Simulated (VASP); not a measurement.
Runs of VASP 6.6.1 on Te2Mo. The structure is that of space group P-6m2 (No. 187), or close to it. The cells are those of the table. 

| cell | gap on the mesh (eV) | largest force (eV/Å) |
| --- | --- | --- |
| a = 3.560, b = 3.560, c = 18.225 Å, angles 90.0, 90.0, 120.0°, 3 atoms | 1.19 | 0.91 |
| a = 3.560, b = 3.560, c = 18.137 Å, angles 90.0, 90.0, 120.0°, 3 atoms | 1.19 | 0.80 |
| a = 3.560, b = 3.560, c = 18.050 Å, angles 90.0, 90.0, 120.0°, 3 atoms | (a) | 0.69 |
| a = 3.560, b = 3.560, c = 17.875 Å, angles 90.0, 90.0, 120.0°, 3 atoms | 1.16 | 0.47 |

Alike in all rows: task single point; level r2SCAN; potentials or basis VASP PAW PBE potentials, release 64 (Te, Mo_sv); no spin polarisation; k mesh 12 × 12 × 2; cutoff (eV) 520; smearing gaussian 0.05 eV.

Q: Estimate the missing entries.

A: (a) 1.18.

Caveats: the PAW data sets were made with another functional, which shifts forces and pressure a little; spin-orbit coupling is left out, which moves the levels of the heavy elements.

A k mesh can miss the band edges, and the runs leave out spin-orbit coupling on Mo, Te.
